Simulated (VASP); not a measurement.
# LiH (Fm-3m) in VASP: further runs, part 2 of 2

VASP 6.6.1. Earlier steps stand in the parts before.

### 3 Single point, r2SCAN (strain +2.2%)

POSCAR reads:

```
LiH
1.0
    0.0000000000      2.0464598292      2.0464598292
    2.0464598292      0.0000000000      2.0464598292
    2.0464598292      2.0464598292      0.0000000000
Li H
1 1
Direct
    0.0000000000      0.0000000000      0.0000000000
    0.5000000000      0.5000000000      0.5000000000
```

INCAR.step1 reads:

```
SYSTEM = LiH
  PREC = Accurate
  ENCUT = 520
  ISMEAR = 0
  SIGMA = 0.01
  LREAL = .False.
  LASPH = .True.
  NELM = 60
  NBANDS = 9
  GGA = PE
  ALGO = Normal
  EDIFF = 1E-4
  LWAVE = .True.
  LCHARG = .False.
```

INCAR.step2 reads:

```
SYSTEM = LiH
  PREC = Accurate
  ENCUT = 520
  EDIFF = 1E-6
  ISMEAR = 0
  SIGMA = 0.01
  LREAL = .False.
  LASPH = .True.
  NELM = 60
  ALGO = Normal
  ISIF = 2
  LWAVE = .False.
  LCHARG = .True.
  METAGGA = R2SCAN
  LMIXTAU = .True.
  LELF = .True.
  LVHAR = .True.
  NBANDS = 9
  ISTART = 1
```

KPOINTS reads:

```
Automatic mesh
0
Gamma
  10 10 10
  0 0 0
```

Potentials or basis: VASP PAW PBE potentials, release 64 (Li_sv, H).

Run with:

```sh
$ cat potpaw_PBE.64/Li_sv/POTCAR potpaw_PBE.64/H/POTCAR > POTCAR
$ cp INCAR.step1 INCAR
$ mpirun -np 1 vasp_std > vasp.out
$ cp INCAR.step2 INCAR
$ mpirun -np 1 vasp_std > vasp.out
```

OUTCAR:

```text
SYSTEM = LiH
   PREC = Accurate
   ENCUT = 520
   EDIFF = 1E-6
   ISMEAR = 0
   LREAL = .False.
   LASPH = .True.
   NELM = 60
   ISIF = 2
   METAGGA = R2SCAN
   ISTART = 1

 ion  position               nearest neighbor table
   1  0.000  0.000  0.000-
   2  0.500  0.500  0.500-

  LATTYP: Found a face centered cubic cell.
 ALAT       =     4.0929196584

  Lattice vectors:

 A1 = (   0.0000000000,   2.0464598292,   2.0464598292)
 A2 = (   2.0464598292,   0.0000000000,   2.0464598292)
 A3 = (   2.0464598292,   2.0464598292,   0.0000000000)

Analysis of symmetry for initial positions (statically):
=====================================================================
 Subroutine PRICEL returns:
 Original cell was already a primitive cell.

 Routine SETGRP: Setting up the symmetry group for a
 face centered cubic supercell.

 Subroutine GETGRP returns: Found 48 space group operations
 (whereof 48 operations were pure point group operations)
 out of a pool of 48 trial point group operations.

The static configuration has the point symmetry O_h .

Analysis of symmetry for dynamics (positions and initial velocities):
=====================================================================
 Subroutine PRICEL returns:
 Original cell was already a primitive cell.

 Routine SETGRP: Setting up the symmetry group for a
 face centered cubic supercell.

 Subroutine GETGRP returns: Found 48 space group operations
 (whereof 48 operations were pure point group operations)
 out of a pool of 48 trial point group operations.

The dynamic configuration has the point symmetry O_h .

 Subroutine INISYM returns: Found 48 space group operations
 (whereof 48 operations are pure point group operations),
 and found     1 'primitive' translations

[... 114 lines left out ...]
     AMIX_MAG =   1.60;   BMIX_MAG =  1.00
  volume/ion in A,a.u.               =       8.57        57.84
  Fermi-wavevector in a.u.,A,eV,Ry     =   1.007894  1.904644 13.821488  1.015851
  Thomas-Fermi vector in A             =   2.140727
   LORBIT       =      0    0 simple, 1 ext, 2 COOP (PROOUT), +10 PAW based schemes
   METAGGA = R2SCAN    functional components
   LHFCALC =     F    Hartree Fock is set to
   AEXX    =    0.0000 exact exchange contribution
   IVDW    =     0    specifies the selected vdW correction
   LEPSILON=     F    determine dielectric tensor
   LRPA    =     F    only Hartree local field effects (RPA)
 non-spin polarized calculation
 Gauss-broadening in eV      SIGMA  =   0.01
  energy-cutoff  :      520.00
  volume of cell :       17.14
 maximum number of plane-waves:       479
 NGX is ok and might be reduce to    24
   NGX = 11   NGY = 11   NGZ = 11

 number of electron       4.0000003 magnetization

 Free energy of the ion-electron system (eV)
  ---------------------------------------------------
  ext. energy  EPLUGINS =         0.00000000
  ---------------------------------------------------
  free energy    TOTEN  =        -6.80985879 eV

  energy without entropy =       -6.80985879  energy(sigma->0) =       -6.80985879

 E-fermi :  -0.4053     XC(G=0):  -8.6065

 val. band max:       -0.4627042075   @ k =   0.5000   0.5000   0.0000
 cond. band min:       3.1538537221   @ k =   0.5000   0.5000   0.0000
 fundamental gap:      3.6165579297
 Fermi energy:        -0.4053015027

 k-point     1 :       0.0000    0.0000    0.0000
  band No.  band energies     occupation
      1     -46.2664      2.00000
      2      -5.6722      2.00000
      3      16.3304      0.00000
      4      18.2597      0.00000
      5      18.2597      0.00000
      6      18.2607      0.00000
      7      22.5942      0.00000
      8      22.5942      0.00000
      9      22.5944      0.00000
[... 265 lines left out ...]
 k-point    24 :       0.4000    0.3000    0.0000
  band No.  band energies     occupation
      1     -46.2293      2.00000
      2      -2.5978      2.00000
      3       6.6945      0.00000
      4      10.6313      0.00000
      5      11.9542      0.00000
      6      16.4668      0.00000
      7      18.0769      0.00000
      8      29.5625      0.00000
      9      30.2795      0.00000

 [... further k-points ...]

------------------------ aborting loop because EDIFF is reached ----------------------------------------

  FORCE on cell =-STRESS in cart. coord.  units (eV):
  Direction    XX          YY          ZZ          XY          YZ          ZX
  --------------------------------------------------------------------------------------
  -------------------------------------------------------------------------------------
  Total       -0.2959614     -0.2959614     -0.2959614      0.0000000      0.0000000      0.0000000
  in kB      -27.6634251    -27.6634251    -27.6634251      0.0000000      0.0000000      0.0000000
  external PRESSURE =     -27.6634251 kB  Pullay stress =       0.0000000 kB

 VOLUME and BASIS-vectors are now :
 -----------------------------------------------------------------------------
  energy-cutoff  :      520.00
  volume of cell :       17.14
      direct lattice vectors                 reciprocal lattice vectors
     0.000000000  2.046459829  2.046459829    -0.244324366  0.244324366  0.244324366
     2.046459829  0.000000000  2.046459829     0.244324366 -0.244324366  0.244324366
     2.046459829  2.046459829  0.000000000     0.244324366  0.244324366 -0.244324366

 POSITION                                       TOTAL-FORCE (eV/Angst)
 -----------------------------------------------------------------------------------
      0.00000      0.00000      0.00000        -0.000000      0.000000     -0.000000
      2.04646      2.04646      2.04646         0.000000     -0.000000      0.000000
 -----------------------------------------------------------------------------------
    total drift:                                0.000000     -0.000000     -0.000000

  FREE ENERGIE OF THE ION-ELECTRON SYSTEM (eV)
  ---------------------------------------------------
  free  energy   TOTEN  =        -6.8098587938 eV

  energy  without entropy=       -6.8098587938  energy(sigma->0) =       -6.80985879
```

OUTCAR.step1:

```text
SYSTEM = LiH
   PREC = Accurate
   ENCUT = 520
   ISMEAR = 0
   LREAL = .False.
   LASPH = .True.
[... 510 lines left out ...]
      0.00000      0.00000      0.00000        -0.000000     -0.000000      0.000000
      2.04646      2.04646      2.04646         0.000000      0.000000     -0.000000
 -----------------------------------------------------------------------------------
    total drift:                                0.000000     -0.000000     -0.000000

  FREE ENERGIE OF THE ION-ELECTRON SYSTEM (eV)
  ---------------------------------------------------
  free  energy   TOTEN  =        -6.1199371371 eV

  energy  without entropy=       -6.1199371371  energy(sigma->0) =       -6.11993714
```

OSZICAR.step1:

```text
N       E                     dE             d eps       ncg     rms          rms(c)
DAV:   1    -0.212199242574E+01   -0.21220E+01   -0.13596E+03   862   0.390E+02
DAV:   2    -0.630730444167E+01   -0.41853E+01   -0.41717E+01  1234   0.519E+01
DAV:   3    -0.635912054034E+01   -0.51816E-01   -0.51803E-01  1049   0.477E+00
DAV:   4    -0.635936514973E+01   -0.24461E-03   -0.24459E-03  1089   0.293E-01
DAV:   5    -0.635936705362E+01   -0.19039E-05   -0.19038E-05  1068   0.203E-02    0.284E+00
DAV:   6    -0.617739902454E+01    0.18197E+00   -0.15424E-01   920   0.119E+00    0.142E+00
DAV:   7    -0.611806983669E+01    0.59329E-01   -0.19401E-01  1000   0.153E+00    0.220E-01
DAV:   8    -0.612000595272E+01   -0.19361E-02   -0.48026E-03  1013   0.443E-01    0.434E-02
DAV:   9    -0.611993713710E+01    0.68816E-04   -0.16536E-04  1038   0.474E-02
   1 F= -.61199371E+01 E0= -.61199371E+01  d E =0.000000E+00
```

It took 40 s on 1 thread of Intel Xeon 8259CL, shared host; peak memory 0.13 GiB.

Results:

| Property | Result |
| --- | --- |
| Free energy | -6.8099 eV |
| Band gap on the k mesh | 3.62 eV |

Levels at points of the mesh, in eV from the valence-band top:
```
           k point  band 1  band 2  band 3  band 4  band 5  band 6
(0.00, 0.00, 0.00)  -45.80   -5.21   16.79   18.72   18.72   18.72
(0.50, 0.00, 0.00)  -45.77   -2.46    5.51   14.38   17.55   17.55
(0.50, 0.50, 0.00)  -45.76    0.00    3.62   11.42   11.42   14.64
```

Caveat: the cell differs from its parent crystal (strain +2.2%); the cutoff is under 1.25 times the usual one of these potentials, so pressure, stress and relaxed cells hold a basis-set (Pulay) error; the PAW data sets were made with another functional, which shifts forces and pressure a little. A k mesh can miss the band edges.

### 4 Single point, HSE06 (strain +2.2%)

POSCAR is that of step 3.

INCAR.step1 reads:

```
SYSTEM = LiH
ALGO = Normal ; EDIFF = 1E-5
ENCUT = 520 ; GGA = PE
ISIF = 2 ; ISMEAR = 0
LASPH = .True. ; LCHARG = .False.
LREAL = .False. ; LWAVE = .True.
NBANDS = 9 ; NELM = 60
PREC = Accurate ; SIGMA = 0.01
```

INCAR.step2 reads:

```
SYSTEM = LiH
ALGO = Normal ; EDIFF = 1E-7
ENCUT = 520 ; GGA = PE
HFSCREEN = 0.2079 ; ISIF = 2
ISMEAR = 0 ; ISTART = 1
LASPH = .True. ; LCHARG = .False.
LHFCALC = .True. ; LREAL = .False.
LWAVE = .False. ; NBANDS = 9
NELM = 60 ; PREC = Accurate
PRECFOCK = Normal ; SIGMA = 0.01
```

KPOINTS reads:

```
k-points
0
Gamma
  8 8 8
  0 0 0
```

Potentials or basis: VASP PAW PBE potentials, release 64 (Li_sv, H).

Run with:

```sh
$ cat potpaw_PBE.64/Li_sv/POTCAR potpaw_PBE.64/H/POTCAR > POTCAR
$ cp INCAR.step1 INCAR
$ mpirun -np 1 vasp_std > vasp.out
$ cp INCAR.step2 INCAR
$ mpirun -np 1 vasp_std > vasp.out
```

OUTCAR:

```text
SYSTEM = LiH
   EDIFF = 1E-7
   ENCUT = 520
   GGA = PE
   HFSCREEN = 0.2079
   ISIF = 2
   ISMEAR = 0
   ISTART = 1
   LASPH = .True.
   LHFCALC = .True.
   LREAL = .False.
   NELM = 60
   PREC = Accurate
   PRECFOCK = Normal

 ion  position               nearest neighbor table
   1  0.000  0.000  0.000-
   2  0.500  0.500  0.500-

  LATTYP: Found a face centered cubic cell.
 ALAT       =     4.0929196584

  Lattice vectors:

 A1 = (   0.0000000000,   2.0464598292,   2.0464598292)
 A2 = (   2.0464598292,   0.0000000000,   2.0464598292)
 A3 = (   2.0464598292,   2.0464598292,   0.0000000000)

Analysis of symmetry for initial positions (statically):
=====================================================================
 Subroutine PRICEL returns:
 Original cell was already a primitive cell.

 Routine SETGRP: Setting up the symmetry group for a
 face centered cubic supercell.

 Subroutine GETGRP returns: Found 48 space group operations
 (whereof 48 operations were pure point group operations)
 out of a pool of 48 trial point group operations.

The static configuration has the point symmetry O_h .

Analysis of symmetry for dynamics (positions and initial velocities):
=====================================================================
 Subroutine PRICEL returns:
 Original cell was already a primitive cell.

 Routine SETGRP: Setting up the symmetry group for a
 face centered cubic supercell.

 Subroutine GETGRP returns: Found 48 space group operations
 (whereof 48 operations were pure point group operations)
 out of a pool of 48 trial point group operations.

The dynamic configuration has the point symmetry O_h .

 Subroutine INISYM returns: Found 48 space group operations
 (whereof 48 operations are pure point group operations),
[... 119 lines left out ...]
  Thomas-Fermi vector in A             =   2.140727
   LORBIT       =      0    0 simple, 1 ext, 2 COOP (PROOUT), +10 PAW based schemes
   GGA     = PE    functional components
   LHFCALC =     T    Hartree Fock is set to
   PRECFOCK=normal    Normal, Fast or Accurate (Low or Medium for compatibility)
   ENCUT4O =  -1.0   cutoff for four orbital integrals eV
   NKREDX  =     1    reduce k-point grid by
   NKREDY  =     1    reduce k-point grid by
   NKREDZ  =     1    reduce k-point grid by
   AEXX    =    0.2500 exact exchange contribution
   HFSCREEN=    0.2079 screening length (either q_TF or 0.3 A-1)
   HFSCREENC=   0.2079 screening length for correlation (either q_TF or 0.3 A-1)
   ENCUTFOCK=  -1.0 apply spherical cutoff to Coloumb kernel
   IVDW    =     0    specifies the selected vdW correction
   LEPSILON=     F    determine dielectric tensor
   LRPA    =     F    only Hartree local field effects (RPA)
 non-spin polarized calculation
 Gauss-broadening in eV      SIGMA  =   0.01
  energy-cutoff  :      520.00
  volume of cell :       17.14
 maximum number of plane-waves:       477
 NGX is ok and might be reduce to    24
  NGX = 18; NGY = 18; NGZ = 18

 number of electron       4.0000003 magnetization

 Free energy of the ion-electron system (eV)
  ---------------------------------------------------
  ext. energy  EPLUGINS =         0.00000000
  ---------------------------------------------------
  free energy    TOTEN  =        -6.77631428 eV

  energy without entropy =       -6.77631428  energy(sigma->0) =       -6.77631428

 E-fermi :  -0.7557     XC(G=0):  -6.9682

 val. band max:       -0.8761392521   @ k =   0.5000   0.5000   0.0000
 cond. band min:       3.1261510756   @ k =   0.5000   0.5000   0.0000
 fundamental gap:      4.0022903277
 Fermi energy:        -0.7556668171

 k-point     1 :       0.0000    0.0000    0.0000
  band No.  band energies     occupation
      1     -48.2320      2.00000
      2      -6.6865      2.00000
      3      16.2311      0.00000
      4      17.9393      0.00000
      5      17.9393      0.00000
      6      17.9393      0.00000
      7      22.4230      0.00000
      8      22.4230      0.00000
      9      22.4230      0.00000
[... 265 lines left out ...]
 k-point    24 :      -0.3750    0.2500    0.1250
  band No.  band energies     occupation
      1     -48.1858      2.00000
      2      -2.5919      2.00000
      3       5.1594      0.00000
      4       8.9965      0.00000
      5      13.3467      0.00000
      6      16.5055      0.00000
      7      22.9206      0.00000
      8      25.9144      0.00000
      9      27.0243      0.00000

 [... further k-points ...]
[... 5 lines left out ...]
  --------------------------------------------------------------------------------------
  -------------------------------------------------------------------------------------
  Total       -0.2897937     -0.2897937     -0.2897937      0.0000000      0.0000000      0.0000000
  in kB      -27.0869384    -27.0869384    -27.0869384      0.0000000      0.0000000      0.0000000
  external PRESSURE =     -27.0869384 kB  Pullay stress =       0.0000000 kB

 VOLUME and BASIS-vectors are now :
 -----------------------------------------------------------------------------
  energy-cutoff  :      520.00
  volume of cell :       17.14
      direct lattice vectors                 reciprocal lattice vectors
     0.000000000  2.046459829  2.046459829    -0.244324366  0.244324366  0.244324366
     2.046459829  0.000000000  2.046459829     0.244324366 -0.244324366  0.244324366
     2.046459829  2.046459829  0.000000000     0.244324366  0.244324366 -0.244324366

 POSITION                                       TOTAL-FORCE (eV/Angst)
 -----------------------------------------------------------------------------------
      0.00000      0.00000      0.00000        -0.000000      0.000000     -0.000000
      2.04646      2.04646      2.04646         0.000000     -0.000000      0.000000
 -----------------------------------------------------------------------------------
    total drift:                               -0.000000     -0.000000     -0.000000

  FREE ENERGIE OF THE ION-ELECTRON SYSTEM (eV)
  ---------------------------------------------------
  free  energy   TOTEN  =        -6.7763142761 eV

  energy  without entropy=       -6.7763142761  energy(sigma->0) =       -6.77631428
```

It took 14 min on 1 thread of Intel Xeon 8259CL, shared host; peak memory 0.25 GiB.

What came out:

* Free energy: -6.7763 eV
* Band gap on the k mesh: 4.00 eV

Levels at points of the mesh, in eV from the valence-band top:
| k point | band 1 | band 2 | band 3 | band 4 | band 5 | band 6 | band 7 |
| --- | --- | --- | --- | --- | --- | --- | --- |
| (0.00, 0.00, 0.00) | -47.36 | -5.81 | 17.11 | 18.82 | 18.82 | 18.82 | 23.30 |
| (0.50, 0.00, 0.00) | -47.32 | -2.68 | 5.80 | 14.69 | 17.43 | 17.43 | 19.97 |
| (0.50, 0.50, 0.00) | -47.30 | 0.00 | 4.00 | 11.85 | 11.85 | 14.87 | 18.03 |

Caveat: the cell differs from its parent crystal (strain +2.2%); the cutoff is under 1.25 times the usual one of these potentials, so pressure, stress and relaxed cells hold a basis-set (Pulay) error; the PAW data sets were made with another functional, which shifts forces and pressure a little. A k mesh can miss the band edges.

### 5 The runs side by side

```tsv
level	k mesh	smearing	grid for exact exchange (PRECFOCK)	share of exact exchange	screening parameter	gap on the mesh (eV)
PBE	10 × 10 × 10	fermi-dirac 0.02 eV	-	-	-	3.02
r2SCAN	10 × 10 × 10	gaussian 0.01 eV	-	-	-	3.62
HSE06	8 × 8 × 8	gaussian 0.01 eV	Normal	0.25	0.2079 1/Å	4.00
```

Alike in all rows: task single point; potentials or basis VASP PAW PBE potentials, release 64 (Li_sv, H); no spin polarisation; cell as given; cutoff (eV) 520.

Caveats: the cutoff is under 1.25 times the usual one of these potentials, so pressure, stress and relaxed cells hold a basis-set (Pulay) error; the PAW data sets were made with another functional, which shifts forces and pressure a little (at least some runs).

Total energies depend on the potentials used, so only differences within one code and one set of settings carry meaning.
